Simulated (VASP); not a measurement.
Runs of VASP 6.6.1 on CsI. It takes space group Pm-3m (No. 221, cubic). Conventional cell: a = 4.608 Å, b = 4.608 Å, c = 4.608 Å, α = 90.00°, β = 90.00°, γ = 90.00°. Within 5.2 Å of Cs (site symmetry m-3m) lie 8 I at 3.99 Å and 6 Cs at 4.61 Å. I (site symmetry m-3m) has 8 Cs at 3.99 Å and 6 I at 4.61 Å within 5.2 Å. 

| level | cutoff (eV) | grid for exact exchange (PRECFOCK) | screening parameter | gap on the mesh (eV) | pressure (GPa) |
| --- | --- | --- | --- | --- | --- |
| PBE | 500 | - | - | 3.79 | 0.5 |
| PBE0 | 400 | Normal | - | (b) | 0.1 |
| r2SCAN | 550 | - | - | (a) | 0.1 |
| HSE06 | 400 | Normal | 0.2079 1/Å | 4.78 | 0.2 |

Alike in all rows: task single point; potentials or basis VASP PAW PBE potentials, release 64 (Cs_sv, I); no spin polarisation; cell as given; k mesh 4 × 4 × 4; smearing gaussian 0.01 eV.

Question: Estimate the missing entries.

Answer: (a) 4.50; (b) 5.47.

Caveats: spin-orbit coupling is left out, which moves the levels of the heavy elements; the PAW data sets were made with another functional, which shifts forces and pressure a little (some runs).

A k mesh can miss the band edges, and the runs leave out spin-orbit coupling on Cs, I.
